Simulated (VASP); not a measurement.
Input of a VASP 6.6.1 run:

INCAR

```
SYSTEM = CS2
PREC = Accurate
ENCUT = 520
EDIFF = 1E-7
ISMEAR = -1
SIGMA = 0.05
LREAL = .False.
LASPH = .True.
NELM = 100
ALGO = Normal
ISIF = 2
LWAVE = .False.
LCHARG = .False.
GGA = PS
NBANDS = 25
```

KPOINTS

```
Automatic mesh
0
Gamma
  6 6 3
  0 0 0
```

File POSCAR:

```
CS2
1.0
    2.5350324305     -2.3543486329      0.0000000000
    2.5350324305      2.3543486329      0.0000000000
    0.0000000000      0.0000000000      8.0674983173
S C
4 2
Direct
    0.2337503292      0.7662496708      0.8637945342
    0.2662496708      0.7337503292      0.3637945342
    0.7337503292      0.2662496708      0.6362054658
    0.7662496708      0.2337503292      0.1362054658
    0.5000000000      0.5000000000      0.5000000000
    0.0000000000      0.0000000000      0.0000000000
```

Potentials or basis: VASP PAW PBE potentials, release 64 (S, C).

Run with:

```console
$ cat potpaw_PBE.64/S/POTCAR potpaw_PBE.64/C/POTCAR > POTCAR
$ mpirun -np 1 vasp_std > vasp.out
```

**Question.** What does it give for the pressure?

**Answer.** 9.3 GPa.

**Question.** Predict the band gap on the k mesh.

**Answer.** 0.97 eV (least direct gap 1.24 eV).

Forces in eV/Å, atoms in the order of the input:
```
S    0.000  0.156  0.166
S    0.000 -0.156  0.166
S    0.000  0.156 -0.166
S    0.000 -0.156 -0.166
C    0.000  0.000  0.000
C    0.000  0.000  0.000
```

Caveat: the cell stands under pressure; this functional lacks dispersion, which holds the molecules together, so the pressure and a relaxed volume are unreliable; the PAW data sets were made with another functional, which shifts forces and pressure a little; an odd mesh through Γ misses points on the zone boundary, where band edges can lie.
